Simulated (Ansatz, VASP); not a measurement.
**C: VASP beside Ansatz**

```
C
1.0
     1.22947   -2.07948    0.00000
     1.22947    2.07948    0.00000
     0.00000    0.00000    7.37782
C
4
Direct
  0.08332 0.91668 0.74984
  0.58332 0.41668 0.25016
  0.91668 0.08332 0.25016
  0.41668 0.58332 0.74984
```

Change from the starting cell: normal strain along x +0.0000, normal strain along y -0.0233.

Alike in both runs: task single point; functional PBEsol; k mesh 18 × 18 × 6; occupations gaussian, width 0.15 eV; no spin polarisation.

|  | VASP | Ansatz |
| --- | --- | --- |
| version | VASP 6.6.1 | Ansatz 0.2.0 |
| potentials or method | VASP PAW PBE potentials, release 64 (C), cutoff 520 eV | scalar-relativistic, plane waves, PAW |
| valence electrons in the cell | 16 | 16 |

Ansatz gave:

| Property | Result |
| --- | --- |
| gap on the k mesh at the Fermi level (eV) | 0.05 |
| least direct gap on the mesh (eV) | 0.07 |
| pressure (GPa) | 9.6 |
| traceless stress, the component that is largest in VASP (GPa) | 15.20 |
| rms of the force components (eV/Å) | 0.218 |

Q: Estimate VASP's values.

A: gap on the k mesh at the Fermi level (eV): 0.05; least direct gap on the mesh (eV): 0.07; pressure (GPa): 10.3; traceless stress, the component that is largest in VASP (GPa): 15.62; rms of the force components (eV/Å): 0.221.

VASP's potentials were made for PBE, not for PBEsol, and Ansatz warns of the same on its side. Atom by atom the forces differ by 0.003 eV/Å (rms over components). The functional is the same, so the differences come from potentials, cutoffs and numerics.
